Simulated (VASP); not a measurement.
Wanted: the native input for a VASP 6.6.1 run.

| Item | Value |
| --- | --- |
| Task | single point |
| Functional | PBE |
| Potentials or basis | VASP PAW PBE potentials, release 64 (Ti_sv, Si) |
| Cutoff | 520 eV |
| k mesh | 12 × 12 × 12 |
| Occupations | gaussian, width 0.15 eV |
| Spin | no spin polarisation |
| Dipole correction | no |
| Further INCAR settings | ALGO = Normal; EDIFF = 1e-06; NBANDS = 29 |

The structure of TiSi2 lies in POSCAR:

```
TiSi2
1.0
    1.7736477652     -6.7807291866      0.0000000000
    1.7736477652      6.7807291866      0.0000000000
    0.0000000000      0.0000000000      3.5790023882
Ti Si
2 4
Direct
    0.8968075258      0.1031924742      0.7500000000
    0.1031924742      0.8968075258      0.2500000000
    0.5591373591      0.4408626409      0.7500000000
    0.4408626409      0.5591373591      0.2500000000
    0.2498287182      0.7501712818      0.7500000000
    0.7501712818      0.2498287182      0.2500000000
```

The input as run:

INCAR

```
SYSTEM = TiSi2
PREC = Accurate ; ENCUT = 520
EDIFF = 1E-6 ; ISMEAR = 0
SIGMA = 0.15 ; LREAL = .FALSE.
LASPH = .TRUE. ; NELM = 80
ALGO = Normal ; ISIF = 2
LWAVE = .FALSE. ; LCHARG = .FALSE.
GGA = PE ; NBANDS = 29
```

KPOINTS

```
regular mesh
0
G
  12 12 12
  0 0 0
```

Potentials or basis: VASP PAW PBE potentials, release 64 (Ti_sv, Si).

Run with:

```console
$ cat potpaw_PBE.64/Ti_sv/POTCAR potpaw_PBE.64/Si/POTCAR > POTCAR
$ mpirun -np 1 vasp_std > vasp.out
```

Results of the run:

```
Pressure               : 0.0 GPa
Largest force          : 0.007 eV/Å
Band gap on the k mesh : zero (bands 20 and 21 overlap by 0.99 eV)
```

Wall time 12 min on 1 thread of Intel(R) Xeon(R) 6975P-C (Granite Rapids) (shared host), peak memory 0.72 GiB.
